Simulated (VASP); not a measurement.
# PdClF (P4/nmm) in VASP: further runs, part 2 of 2

VASP 6.6.1. Earlier steps stand in the parts before.

### 3 Single point, r2SCAN

The input, POSCAR:

```
PdClF
1.0
    3.6885790000      0.0000000000      0.0000000000
    0.0000000000      3.6885790000      0.0000000000
    0.0000000000      0.0000000000      6.4583290000
Pd Cl F
2 2 2
Direct
    0.2500000000      0.2500000000      0.1962000000
    0.7500000000      0.7500000000      0.8038000000
    0.2500000000      0.2500000000      0.6432000000
    0.7500000000      0.7500000000      0.3568000000
    0.7500000000      0.2500000000      0.0000000000
    0.2500000000      0.7500000000      0.0000000000
```

The input, INCAR.step1:

```
SYSTEM = PdClF
ALGO = Normal ; EDIFF = 1E-4
ENCUT = 520 ; GGA = PE
ISMEAR = -5 ; LASPH = .TRUE.
LCHARG = .FALSE. ; LREAL = .FALSE.
LWAVE = .TRUE. ; NBANDS = 33
NELM = 60 ; PREC = Accurate
SIGMA = 0.1
```

The input, INCAR.step2:

```
SYSTEM = PdClF
ALGO = Normal ; EDIFF = 1E-7
ENCUT = 520 ; ISIF = 2
ISMEAR = -5 ; ISTART = 1
LASPH = .TRUE. ; LCHARG = .FALSE.
LMIXTAU = .TRUE. ; LREAL = .FALSE.
LWAVE = .FALSE. ; METAGGA = R2SCAN
NBANDS = 33 ; NELM = 60
PREC = Accurate ; SIGMA = 0.1
```

The input, KPOINTS:

```
k-points
0
G
  5 5 3
  0 0 0
```

Potentials or basis: VASP PAW PBE potentials, release 64 (Pd, Cl, F).

Launch:

```sh
$ cat potpaw_PBE.64/Pd/POTCAR potpaw_PBE.64/Cl/POTCAR potpaw_PBE.64/F/POTCAR > POTCAR
$ cp INCAR.step1 INCAR
$ mpirun -np 1 vasp_std > vasp.out
$ cp INCAR.step2 INCAR
$ mpirun -np 1 vasp_std > vasp.out
```

OUTCAR:

```text
SYSTEM = PdClF
   EDIFF = 1E-7
   ENCUT = 520
   ISIF = 2
   ISMEAR = -5
   ISTART = 1
   LASPH = .TRUE.
   LREAL = .FALSE.
   METAGGA = R2SCAN
   NELM = 60
   PREC = Accurate

 ion  position               nearest neighbor table
   1  0.250  0.250  0.196-   5 2.24   6 2.24   6 2.24   5 2.24   4 2.81   4 2.81   4 2.81   4 2.81
                             3 2.89
   2  0.750  0.750  0.804-   5 2.24   6 2.24   5 2.24   6 2.24   3 2.81   3 2.81   3 2.81   3 2.81
                             4 2.89
   3  0.250  0.250  0.643-   2 2.81   2 2.81   2 2.81   2 2.81   1 2.89
   4  0.750  0.750  0.357-   1 2.81   1 2.81   1 2.81   1 2.81   2 2.89
   5  0.750  0.250  0.000-   1 2.24   2 2.24   2 2.24   1 2.24
   6  0.250  0.750  0.000-   1 2.24   2 2.24   1 2.24   2 2.24

  LATTYP: Found a simple tetragonal cell.
 ALAT       =     3.6885790000
 C/A-ratio  =     1.7508989234

  Lattice vectors:

 A1 = (   3.6885790000,   0.0000000000,   0.0000000000)
 A2 = (   0.0000000000,   3.6885790000,   0.0000000000)
 A3 = (   0.0000000000,   0.0000000000,   6.4583290000)

Analysis of symmetry for initial positions (statically):
=====================================================================
 Subroutine PRICEL returns:
 Original cell was already a primitive cell.

 Routine SETGRP: Setting up the symmetry group for a
 simple tetragonal supercell.

 Subroutine GETGRP returns: Found 16 space group operations
 (whereof  4 operations were pure point group operations)
 out of a pool of 16 trial point group operations.

The static configuration has the point symmetry C_2h.
 The point group associated with its full space group is D_4h.

Analysis of symmetry for dynamics (positions and initial velocities):
=====================================================================
 Subroutine PRICEL returns:
[... 127 lines left out ...]
     AMIX_MAG =   1.60;   BMIX_MAG =  1.00
  volume/ion in A,a.u.               =      14.64        98.83
  Fermi-wavevector in a.u.,A,eV,Ry     =   1.338266  2.528956 24.367436  1.790956
  Thomas-Fermi vector in A             =   2.466750
   LORBIT       =      0    0 simple, 1 ext, 2 COOP (PROOUT), +10 PAW based schemes
   METAGGA = R2SCAN    functional components
   LHFCALC =     F    Hartree Fock is set to
   AEXX    =    0.0000 exact exchange contribution
   IVDW    =     0    specifies the selected vdW correction
   LEPSILON=     F    determine dielectric tensor
   LRPA    =     F    only Hartree local field effects (RPA)
 non-spin polarized calculation
 Fermi weights with tetrahedron method with Bloechl corrections
  energy-cutoff  :      520.00
  volume of cell :       87.87
 maximum number of plane-waves:      2378
 NGX is ok and might be reduce to    28
   NGX = 13   NGY = 13   NGZ = 25

 number of electron      47.9999972 magnetization

 Free energy of the ion-electron system (eV)
  ---------------------------------------------------
  ext. energy  EPLUGINS =         0.00000000
  ---------------------------------------------------
  free energy    TOTEN  =       -66.29299686 eV

  energy without entropy =      -66.29299686  energy(sigma->0) =      -66.29299686

 E-fermi :   4.5544     XC(G=0): -11.6877

 val. band max:        4.5672859854   @ k =   0.4000   0.0000   0.0000
 cond. band min:       4.5274173593   @ k =   0.2000   0.2000   0.3333
 fundamental gap:     -0.0398686261
 Fermi energy:         4.5543766357

 k-point     1 :       0.0000    0.0000    0.0000
  band No.  band energies     occupation
      1     -20.2317      2.00000
      2     -19.4690      2.00000
      3     -11.3807      2.00000
      4     -10.4202      2.00000
      5      -1.8277      2.00000
      6      -1.8277      2.00000
[... 421 lines left out ...]
     32      15.6770      0.00000
     33      16.7569      0.00000

------------------------ aborting loop because EDIFF is reached ----------------------------------------

  FORCE on cell =-STRESS in cart. coord.  units (eV):
  Direction    XX          YY          ZZ          XY          YZ          ZX
  --------------------------------------------------------------------------------------
  -------------------------------------------------------------------------------------
  Total        0.9671329      0.9671329      4.9877992      0.0000000      0.0000000      0.0000000
  in kB       17.6343075     17.6343075     90.9454976      0.0000000      0.0000000      0.0000000
  external PRESSURE =      42.0713709 kB  Pullay stress =       0.0000000 kB

 VOLUME and BASIS-vectors are now :
 -----------------------------------------------------------------------------
  energy-cutoff  :      520.00
  volume of cell :       87.87
      direct lattice vectors                 reciprocal lattice vectors
     3.688579000  0.000000000  0.000000000     0.271107112  0.000000000  0.000000000
     0.000000000  3.688579000  0.000000000     0.000000000  0.271107112  0.000000000
     0.000000000  0.000000000  6.458329000     0.000000000  0.000000000  0.154838814

 POSITION                                       TOTAL-FORCE (eV/Angst)
 -----------------------------------------------------------------------------------
      0.92214      0.92214      1.26712        -0.000000      0.000000      1.359418
      2.76643      2.76643      5.19120        -0.000000      0.000000     -1.359418
      0.92214      0.92214      4.15400        -0.000000     -0.000000      0.398233
      2.76643      2.76643      2.30433         0.000000      0.000000     -0.398233
      2.76643      0.92214      0.00000         0.000000      0.000000      0.000000
      0.92214      2.76643      0.00000        -0.000000      0.000000      0.000000
 -----------------------------------------------------------------------------------
    total drift:                                0.000000      0.000000     -0.000000

  FREE ENERGIE OF THE ION-ELECTRON SYSTEM (eV)
  ---------------------------------------------------
  free  energy   TOTEN  =       -66.2929968576 eV

  energy  without entropy=      -66.2929968576  energy(sigma->0) =      -66.29299686
```

Wall time 1.9 min (1 thread of AMD EPYC 7R13 (Zen 3), shared host); peak memory 0.18 GiB.

What came out:

```
Free energy            : -66.2930 eV
Pressure               : 4.2 GPa
Largest force          : 1.359 eV/Å
Band gap on the k mesh : zero (bands 24 and 25 overlap by 0.12 eV)
```

Forces on the atoms (eV/Å):
```
Pd   0.000  0.000  1.359
Pd   0.000  0.000 -1.359
Cl   0.000  0.000  0.398
Cl   0.000  0.000 -0.398
F    0.000  0.000  0.000
F    0.000  0.000  0.000
```

Caveat: the cell stands under pressure; the PAW data sets were made with another functional, which shifts forces and pressure a little; tetrahedron occupations give inexact forces and stress in metals.
